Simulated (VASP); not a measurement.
Set up this calculation in VASP 6.6.1, as the native input.

| Quantity | Value |
| --- | --- |
| Task | single point |
| Functional | r2SCAN |
| Potentials or basis | VASP PAW PBE potentials, release 64 (W_sv) |
| Cutoff | 520 eV |
| k mesh | 20 × 20 × 20 |
| Occupations | fermi-dirac, width 0.1 eV |
| Spin | no spin polarisation |
| Dipole correction | no |
| Further INCAR settings | ALGO = Normal; EDIFF = 1e-06; NBANDS = 13 |

W:

```
W
1.0
    -1.58480    1.58480    1.58480
     1.58480   -1.58480    1.58480
     1.58480    1.58480   -1.58480
W
1
Direct
  0.00000 0.00000 0.00000
```

These files were run (other wordings do the same):

POSCAR

```
W
1.0
   -1.5848038465      1.5848038465      1.5848038465
    1.5848038465     -1.5848038465      1.5848038465
    1.5848038465      1.5848038465     -1.5848038465
W
1
Direct
    0.0000000000      0.0000000000      0.0000000000
```

INCAR.step1

```
PREC     = Accurate       # precision mode
ENCUT    = 520            # plane-wave cutoff, eV
ISMEAR   = -1             # smearing method
SIGMA    = 0.1            # smearing width, eV
LREAL    = False          # projectors in reciprocal space
LASPH    = True           # aspherical terms in the spheres
NELM     = 100            # most SCF steps
NBANDS   = 13             # bands
GGA      = PE             # functional
ALGO     = Normal         # electronic algorithm
EDIFF    = 1E-4           # SCF threshold, eV
LWAVE    = True           # write WAVECAR
LCHARG   = False          # write CHGCAR
```

INCAR.step2

```
PREC     = Accurate       # precision mode
ENCUT    = 520            # plane-wave cutoff, eV
EDIFF    = 1E-6           # SCF threshold, eV
ISMEAR   = -1             # smearing method
SIGMA    = 0.1            # smearing width, eV
LREAL    = False          # projectors in reciprocal space
LASPH    = True           # aspherical terms in the spheres
NELM     = 100            # most SCF steps
ALGO     = Normal         # electronic algorithm
ISIF     = 2              # what is computed and relaxed
LWAVE    = False          # write WAVECAR
LCHARG   = False          # write CHGCAR
METAGGA  = R2SCAN         # meta-GGA
LMIXTAU  = True         
NBANDS   = 13             # bands
ISTART   = 1
```

KPOINTS

```
Automatic mesh
0
Gamma
  20 20 20
```

Potentials or basis: VASP PAW PBE potentials, release 64 (W_sv).

Run with:

```console
$ cat potpaw_PBE.64/W_sv/POTCAR > POTCAR
$ cp INCAR.step1 INCAR
$ mpirun -np 1 vasp_std > vasp.out
$ cp INCAR.step2 INCAR
$ mpirun -np 1 vasp_std > vasp.out
```

It gave:

```yaml
Pressure: 0.9 GPa
Band_gap_on_the_k_mesh: zero (bands 7 and 8 overlap by 6.58 eV)
```

Caveat: the PAW data sets were made with another functional, which shifts forces and pressure a little; spin-orbit coupling is left out, which moves the levels of the heavy elements.

It took 3 min on 1 thread of Intel Xeon 8259CL, with other jobs on the host, peak memory 0.17 GiB.
